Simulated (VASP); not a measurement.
# TiO2 (I4_1/amd) in VASP: settings compared

Aim: see how the results for TiO2 move with the level of theory and the settings. Levels: PBE, r2SCAN. Tasks: single point.

Everything below comes from runs of VASP 6.6.1. Logs are shortened: lines on timing, memory, paths and dates and some standing lists are left out, and cuts for length are marked.

**1. The cell of the first run**

The structure is tetragonal, space group I4_1/amd (No. 141). Conventional cell: a = 3.778 Å, b = 3.778 Å, c = 9.583 Å, α = 90.00°, β = 90.00°, γ = 90.00°. Within 2.6 Å of Ti (site symmetry -4m2) lie 6 O at 1.93 to 1.99 Å. Within 2.6 Å of O (site symmetry 2mm) lie 3 Ti at 1.93 to 1.99 Å and 2 O at 2.46 Å.

**2. Single point, PBE**

INCAR

```
SYSTEM = TiO2
PREC = Accurate
ENCUT = 520
EDIFF = 1E-6
ISMEAR = 0
SIGMA = 0.01
LREAL = .False.
LASPH = .True.
NELM = 100
ALGO = Normal
ISIF = 2
LWAVE = .False.
LCHARG = .False.
GGA = PE
NBANDS = 33
```

KPOINTS

```
regular mesh
0
Gamma
  8 8 8
  0 0 0
```

POSCAR

```
TiO2
1.0
   -1.8888988140      1.8888988140      4.7917154373
    1.8888988140     -1.8888988140      4.7917154373
    1.8888988140      1.8888988140     -4.7917154373
Ti O
2 4
Direct
    0.7500000000      0.2500000000      0.5000000000
    0.0000000000      0.0000000000      0.0000000000
    0.5427139635      0.0427139635      0.5000000000
    0.7927139635      0.7927139635      0.0000000000
    0.2072860365      0.2072860365      0.0000000000
    0.9572860365      0.4572860365      0.5000000000
```

Potentials or basis: VASP PAW PBE potentials, release 64 (Ti_sv, O).

Command:

```sh
cat potpaw_PBE.64/Ti_sv/POTCAR potpaw_PBE.64/O/POTCAR > POTCAR
mpirun -np 1 vasp_std > vasp.out
```

OUTCAR:

```text
SYSTEM = TiO2
   PREC = Accurate
   ENCUT = 520
   EDIFF = 1E-6
   ISMEAR = 0
   LREAL = .False.
   LASPH = .True.
   NELM = 100
   ISIF = 2
   GGA = PE

 ion  position               nearest neighbor table
   1  0.750  0.250  0.500-   4 1.93   5 1.93   4 1.93   5 1.93   3 1.99   6 1.99
   2  0.000  0.000  0.000-   3 1.93   6 1.93   3 1.93   6 1.93   5 1.99   4 1.99
   3  0.543  0.043  0.500-   2 1.93   2 1.93   1 1.99
   4  0.793  0.793  0.000-   1 1.93   1 1.93   2 1.99
   5  0.207  0.207  0.000-   1 1.93   1 1.93   2 1.99
   6  0.957  0.457  0.500-   2 1.93   2 1.93   1 1.99

  LATTYP: Found a body centered tetragonal cell.
 ALAT       =     3.7777976280
 C/A-ratio  =     2.5367771962

  Lattice vectors:

 A1 = (  -1.8888988140,   1.8888988140,   4.7917154373)
 A2 = (   1.8888988140,  -1.8888988140,   4.7917154373)
 A3 = (   1.8888988140,   1.8888988140,  -4.7917154373)

Analysis of symmetry for initial positions (statically):
=====================================================================
 Subroutine PRICEL returns:
 Original cell was already a primitive cell.

 Routine SETGRP: Setting up the symmetry group for a
 body centered tetragonal supercell.

 Subroutine GETGRP returns: Found 16 space group operations
 (whereof  8 operations were pure point group operations)
 out of a pool of 16 trial point group operations.

The static configuration has the point symmetry D_2d.
 The point group associated with its full space group is D_4h.

Analysis of symmetry for dynamics (positions and initial velocities):
=====================================================================
 Subroutine PRICEL returns:
 Original cell was already a primitive cell.

 Routine SETGRP: Setting up the symmetry group for a
 body centered tetragonal supercell.

 Subroutine GETGRP returns: Found 16 space group operations
 (whereof  8 operations were pure point group operations)
 out of a pool of 16 trial point group operations.

The dynamic configuration has the point symmetry D_2d.
 The point group associated with its full space group is D_4h.

 Subroutine INISYM returns: Found 16 space group operations
 (whereof  8 operations are pure point group operations),
 and found     1 'primitive' translations

----------------------------------------------------------------------------------------

                                     Primitive cell

  volume of cell :      68.3862

  direct lattice vectors                    reciprocal lattice vectors
    -1.888898814  1.888898814  4.791715437     0.000000000  0.264704491  0.104346764
     1.888898814 -1.888898814  4.791715437     0.264704491  0.000000000  0.104346764
     1.888898814  1.888898814 -4.791715437     0.264704491  0.264704491  0.000000000

  length of vectors
     5.486019895  5.486019895  5.486019895     0.284528935  0.284528935  0.374348682

  position of ions in fractional coordinates (direct lattice)
     0.750000000  0.250000000  0.500000000
     0.000000000  0.000000000  0.000000000
     0.542713963  0.042713963  0.500000000
     0.792713963  0.792713963  0.000000000
     0.207286037  0.207286037  0.000000000
     0.957286037  0.457286037  0.500000000

  ion indices of the primitive-cell ions
   primitive index   ion index
                 1           1
                 2           2
                 3           3
                 4           4
                 5           5
                 6           6

----------------------------------------------------------------------------------------

 KPOINTS: regular mesh

Automatic generation of k-mesh.
 Grid dimensions read from file:
 generate k-points for:    8    8    8

 Generating k-lattice:

  Cartesian coordinates                     Fractional coordinates (reciprocal lattice)
     0.000000000  0.033088061  0.013043346     0.125000000  0.000000000  0.000000000
     0.033088061  0.000000000  0.013043346     0.000000000  0.125000000  0.000000000
     0.033088061  0.033088061  0.000000000     0.000000000  0.000000000  0.125000000

  Length of vectors
     0.035566117  0.035566117  0.046793585

  Shift w.r.t. Gamma in fractional coordinates (k-lattice)
     0.000000000  0.000000000  0.000000000

 Subroutine IBZKPT returns following result:
 ===========================================

 Found     59 irreducible k-points:

 Following reciprocal coordinates:
            Coordinates               Weight
  0.000000  0.000000  0.000000      1.000000
  0.125000  0.000000 -0.000000      8.000000
  0.250000  0.000000 -0.000000      8.000000
  0.375000  0.000000 -0.000000      8.000000
  0.500000  0.000000 -0.000000      4.000000
  0.125000  0.125000 -0.000000      8.000000
[... 16 lines left out ...]
  0.250000  0.125000  0.125000     16.000000
  0.375000  0.125000  0.125000      8.000000
 [... further k-points ...]
   k-points           NKPTS =     59   k-points in BZ     NKDIM =     59   number of bands    NBANDS=     33
   number of dos      NEDOS =    301   number of ions     NIONS =      6
   total plane-waves  NPLWV =  74088
   dimension x,y,z NGX =    42 NGY =   42 NGZ =   42
   dimension x,y,z NGXF=    84 NGYF=   84 NGZF=   84
   ions per type =               2   4
   NGX,Y,Z   is equivalent  to a cutoff of  12.73, 12.73, 12.73 a.u.
   NGXF,Y,Z  is equivalent  to a cutoff of  25.45, 25.45, 25.45 a.u.
 SYSTEM =  TiO2
   PREC   = accura    normal or accurate (medium, high low for compatibility)
   ISTART =      0    job   : 0-new  1-cont  2-samecut
   ICHARG =      2    charge: 1-file 2-atom 10-const
   ISPIN  =      1    spin polarized calculation?
   LNONCOLLINEAR =      F non collinear calculations
   LSORBIT =      F    spin-orbit coupling
   LASPH  =      T    aspherical Exc in radial PAW
   ENCUT  =  520.0 eV  38.22 Ry    6.18 a.u.  10.20 10.20 10.20*2*pi/ulx,y,z
   NELM   =    100;   NELMIN=  2; NELMDL= -5     # of ELM steps
   EDIFF  = 0.1E-05   stopping-criterion for ELM
   LREAL  =      F    real-space projection
   EDIFFG = 0.1E-04   stopping-criterion for IOM
   NSW    =      0    number of steps for IOM
   IBRION =     -1    ionic relax: 0-MD 1-quasi-New 2-CG
   NFREE  =      0    steps in history (QN), initial steepest desc. (CG)
   ISIF   =      2    stress and relaxation
   ISYM   =      2    0-nonsym 1-usesym 2-fastsym
   POTIM  = 0.5000    time-step for ionic-motion
   TEBEG  =    0.0;   TEEND  =   0.0 temperature during run
   PSTRESS=    0.0 pullay stress
   NELECT =      48.0000    total number of electrons
   NUPDOWN=      -1.0000    fix difference up-down
   EMIN   =  10.00;   EMAX   =-10.00  energy-range for DOS
   EFERMI =   0.00;   METHOD = LEGACY
   ISMEAR =     0;   SIGMA  =   0.01  broadening in eV -4-tet -1-fermi 0-gaus
   EFERMI_NEDOS =   21; number of points for ismear=-14 and -15
   IALGO  =     38    algorithm
   IMIX   =      4    mixing-type and parameters
     AMIX     =   0.40;   BMIX     =  1.00
     AMIX_MAG =   1.60;   BMIX_MAG =  1.00
  volume/ion in A,a.u.               =      11.40        76.92
  Fermi-wavevector in a.u.,A,eV,Ry     =   1.454898  2.749358 28.799822  2.116727
  Thomas-Fermi vector in A             =   2.571995
   LORBIT       =      0    0 simple, 1 ext, 2 COOP (PROOUT), +10 PAW based schemes
   GGA     = PE    functional components
   LHFCALC =     F    Hartree Fock is set to
   AEXX    =    0.0000 exact exchange contribution
   IVDW    =     0    specifies the selected vdW correction
   LEPSILON=     F    determine dielectric tensor
   LRPA    =     F    only Hartree local field effects (RPA)
 non-spin polarized calculation
 Gauss-broadening in eV      SIGMA  =   0.01
  energy-cutoff  :      520.00
  volume of cell :       68.39
 maximum number of plane-waves:      1858
 NGX is ok and might be reduce to    42
   NGX = 21   NGY = 21   NGZ = 21

 number of electron      47.9999993 magnetization

 Free energy of the ion-electron system (eV)
  ---------------------------------------------------
  ext. energy  EPLUGINS =         0.00000000
  ---------------------------------------------------
  free energy    TOTEN  =       -53.83407480 eV

  energy without entropy =      -53.83407480  energy(sigma->0) =      -53.83407480

 E-fermi :   3.3748     XC(G=0): -10.7139

 val. band max:        3.3287163266   @ k =  -0.3750   0.3750   0.0000
 cond. band min:       5.4906330440   @ k =   0.0000   0.0000   0.0000
 fundamental gap:      2.1619167173
 Fermi energy:         3.3748255495

 k-point     1 :       0.0000    0.0000    0.0000
  band No.  band energies     occupation
      1     -53.0277      2.00000
      2     -52.9697      2.00000
      3     -29.4886      2.00000
      4     -29.2513      2.00000
      5     -29.2513      2.00000
      6     -29.1826      2.00000
[... 25 lines left out ...]
     32       8.6220      0.00000
     33       8.6981      0.00000

 k-point     2 :       0.1250    0.0000   -0.0000
  band No.  band energies     occupation
      1     -53.0258      2.00000
      2     -52.9710      2.00000
      3     -29.4843      2.00000
      4     -29.2710      2.00000
      5     -29.2527      2.00000
      6     -29.1908      2.00000
[... 25 lines left out ...]
     32       8.8275      0.00000
     33       9.1012      0.00000

 k-point     3 :       0.2500    0.0000   -0.0000
  band No.  band energies     occupation
      1     -53.0205      2.00000
      2     -52.9746      2.00000
      3     -29.4742      2.00000
      4     -29.3164      2.00000
      5     -29.2557      2.00000
      6     -29.2076      2.00000
[... 25 lines left out ...]
     32       9.2061      0.00000
     33       9.5784      0.00000

 k-point     4 :       0.3750    0.0000   -0.0000
  band No.  band energies     occupation
      1     -53.0142      2.00000
      2     -52.9794      2.00000
      3     -29.4641      2.00000
      4     -29.3617      2.00000
      5     -29.2583      2.00000
      6     -29.2184      2.00000
[... 25 lines left out ...]
     32       9.3874      0.00000
     33       9.8122      0.00000

 k-point     5 :       0.5000    0.0000   -0.0000
  band No.  band energies     occupation
      1     -53.0109      2.00000
      2     -52.9820      2.00000
      3     -29.4590      2.00000
      4     -29.3818      2.00000
      5     -29.2593      2.00000
      6     -29.2204      2.00000
[... 604 lines left out ...]
 k-point    22 :       0.1250    0.1250    0.1250
  band No.  band energies     occupation
      1     -53.0154      2.00000
      2     -52.9775      2.00000
      3     -29.4730      2.00000
      4     -29.3446      2.00000
      5     -29.2858      2.00000
      6     -29.2340      2.00000
[... 25 lines left out ...]
     32       9.9530      0.00000
     33      10.3061      0.00000

 k-point    23 :       0.2500    0.1250    0.1250
  band No.  band energies     occupation
      1     -53.0090      2.00000
      2     -52.9822      2.00000
      3     -29.4636      2.00000
      4     -29.3826      2.00000
      5     -29.2938      2.00000
      6     -29.2512      2.00000
[... 25 lines left out ...]
     32      10.0031      0.00000
     33      10.5270      0.00000

 k-point    24 :       0.3750    0.1250    0.1250
  band No.  band energies     occupation
      1     -53.0055      2.00000
      2     -52.9850      2.00000
      3     -29.4583      2.00000
      4     -29.4013      2.00000
      5     -29.2956      2.00000
      6     -29.2574      2.00000
[... 25 lines left out ...]
     32       9.9803      0.00000
     33      10.5718      0.00000

 [... further k-points ...]

------------------------ aborting loop because EDIFF is reached ----------------------------------------

  FORCE on cell =-STRESS in cart. coord.  units (eV):
  Direction    XX          YY          ZZ          XY          YZ          ZX
  --------------------------------------------------------------------------------------
  -------------------------------------------------------------------------------------
  Total        2.2245052      2.2245052      2.4340943      0.0000000      0.0000000      0.0000000
  in kB       52.1165441     52.1165441     57.0268768      0.0000000      0.0000000      0.0000000
  external PRESSURE =      53.7533216 kB  Pullay stress =       0.0000000 kB

 VOLUME and BASIS-vectors are now :
 -----------------------------------------------------------------------------
  energy-cutoff  :      520.00
  volume of cell :       68.39
      direct lattice vectors                 reciprocal lattice vectors
    -1.888898814  1.888898814  4.791715437     0.000000000  0.264704491  0.104346764
     1.888898814 -1.888898814  4.791715437     0.264704491  0.000000000  0.104346764
     1.888898814  1.888898814 -4.791715437     0.264704491  0.264704491  0.000000000

 POSITION                                       TOTAL-FORCE (eV/Angst)
 -----------------------------------------------------------------------------------
      0.00000      1.88890      2.39586         0.000000      0.000000     -0.000000
      0.00000      0.00000      0.00000         0.000000      0.000000      0.000000
     -0.00000      1.88890      0.40935         0.000000      0.000000     -0.106801
      0.00000      0.00000      7.59692        -0.000000     -0.000000     -0.106801
      0.00000      0.00000      1.98651         0.000000      0.000000      0.106801
      0.00000      1.88890      4.38237         0.000000      0.000000      0.106801
 -----------------------------------------------------------------------------------
    total drift:                                0.000000     -0.000000      0.000000

  FREE ENERGIE OF THE ION-ELECTRON SYSTEM (eV)
  ---------------------------------------------------
  free  energy   TOTEN  =       -53.8340748024 eV

  energy  without entropy=      -53.8340748024  energy(sigma->0) =      -53.83407480
```

Run time: 3.8 min. Hardware: 1 thread of Intel Xeon Platinum 8259CL at 2.50GHz (Skylake/Cascade Lake), shared host; peak memory 0.31 GiB.

Results:

| Quantity | Value |
| --- | --- |
| Free energy | -53.8341 eV |
| Pressure | 5.4 GPa |
| Largest force | 0.107 eV/Å |
| Band gap on the k mesh | 2.16 eV, indirect (least direct gap 2.45 eV) |

Forces in eV/Å, atoms in the order of the input:
```
Ti   0.000  0.000  0.000
Ti   0.000  0.000  0.000
O    0.000  0.000 -0.107
O    0.000  0.000 -0.107
O    0.000  0.000  0.107
O    0.000  0.000  0.107
```

Stress tensor (GPa, compression positive):
```
5.21 0.00 0.00
0.00 5.21 0.00
0.00 0.00 5.70
```

Levels at points of the mesh, in eV from the valence-band top:
```
           k point  band 22  band 23  band 24  band 25  band 26  band 27
(0.00, 0.00, 0.00)    -0.74    -0.42    -0.42     2.16     2.88     4.06
(0.50, 0.00, 0.00)    -0.90    -0.80    -0.61     3.28     3.58     3.61
(0.50, 0.50, 0.00)    -2.01    -0.01    -0.01     3.35     3.35     3.83
(0.50, 0.50, 0.50)    -1.22    -0.07    -0.07     2.51     2.51     3.81
```

A k mesh can miss the band edges. A hybrid or GW would open this gap; PBE tends to underestimate it.

**3. Single point, r2SCAN**

POSCAR is that of step 2.

INCAR.step1

```
SYSTEM = TiO2
ALGO     = Normal         ! electronic algorithm
EDIFF    = 1E-4           ! SCF threshold, eV
ENCUT    = 520            ! plane-wave cutoff, eV
GGA      = PE             ! functional
ISMEAR   = 0              ! smearing method
LASPH    = .TRUE.         ! aspherical terms in the spheres
LCHARG   = .FALSE.        ! write CHGCAR
LREAL    = .FALSE.        ! projectors in reciprocal space
LWAVE    = .TRUE.         ! write WAVECAR
NBANDS   = 33             ! bands
NELM     = 100            ! most SCF steps
PREC     = Accurate       ! precision mode
SIGMA    = 0.01           ! smearing width, eV
```

INCAR.step2

```
SYSTEM = TiO2
ALGO     = Normal         ! electronic algorithm
EDIFF    = 1E-6           ! SCF threshold, eV
ENCUT    = 520            ! plane-wave cutoff, eV
ISIF     = 2              ! what is computed and relaxed
ISMEAR   = 0              ! smearing method
ISTART   = 1            
LASPH    = .TRUE.         ! aspherical terms in the spheres
LCHARG   = .FALSE.        ! write CHGCAR
LMIXTAU  = .TRUE.       
LREAL    = .FALSE.        ! projectors in reciprocal space
LWAVE    = .FALSE.        ! write WAVECAR
METAGGA  = R2SCAN         ! meta-GGA
NBANDS   = 33             ! bands
NELM     = 100            ! most SCF steps
PREC     = Accurate       ! precision mode
SIGMA    = 0.01           ! smearing width, eV
```

KPOINTS

```
k-points
0
G
  8 8 8
  0 0 0
```

Potentials or basis: VASP PAW PBE potentials, release 64 (Ti_sv, O).

Command:

```sh
cat potpaw_PBE.64/Ti_sv/POTCAR potpaw_PBE.64/O/POTCAR > POTCAR
cp INCAR.step1 INCAR
mpirun -np 1 vasp_std > vasp.out
cp INCAR.step2 INCAR
mpirun -np 1 vasp_std > vasp.out
```

Wall time 17 min (1 thread of Intel Xeon Platinum 8259CL at 2.50GHz (Skylake/Cascade Lake), shared host); peak memory 0.34 GiB.

The run converged. Its results:

```yaml
Free_energy: -69.8581 eV
Pressure: 1.2 GPa
Largest_force: 0.026 eV/Å
Band_gap_on_the_k_mesh: 2.59 eV, indirect (least direct gap 2.90 eV)
```

Forces on the atoms (eV/Å):
```
Ti   0.000  0.000  0.000
Ti   0.000  0.000  0.000
O    0.000  0.000 -0.026
O    0.000  0.000 -0.026
O    0.000  0.000  0.026
O    0.000  0.000  0.026
```

Stress tensor (GPa, compression positive):
```
1.31 0.00 0.00
0.00 1.31 0.00
0.00 0.00 1.09
```

Levels at points of the mesh, in eV from the valence-band top:
| k point | band 21 | band 22 | band 23 | band 24 | band 25 | band 26 | band 27 | band 28 |
| --- | --- | --- | --- | --- | --- | --- | --- | --- |
| (0.00, 0.00, 0.00) | -0.76 | -0.76 | -0.44 | -0.44 | 2.59 | 3.31 | 4.50 | 4.50 |
| (0.50, 0.00, 0.00) | -1.92 | -0.93 | -0.84 | -0.65 | 3.71 | 3.99 | 4.04 | 4.09 |
| (0.50, 0.50, 0.00) | -2.05 | -2.05 | -0.01 | -0.01 | 3.77 | 3.77 | 4.24 | 4.24 |
| (0.50, 0.50, 0.50) | -1.26 | -1.26 | -0.09 | -0.09 | 2.94 | 2.94 | 4.26 | 4.26 |

Caveat: the PAW data sets were made with another functional, which shifts forces and pressure a little. r2SCAN opens gaps a little over a GGA but as a rule still falls short of measured ones.
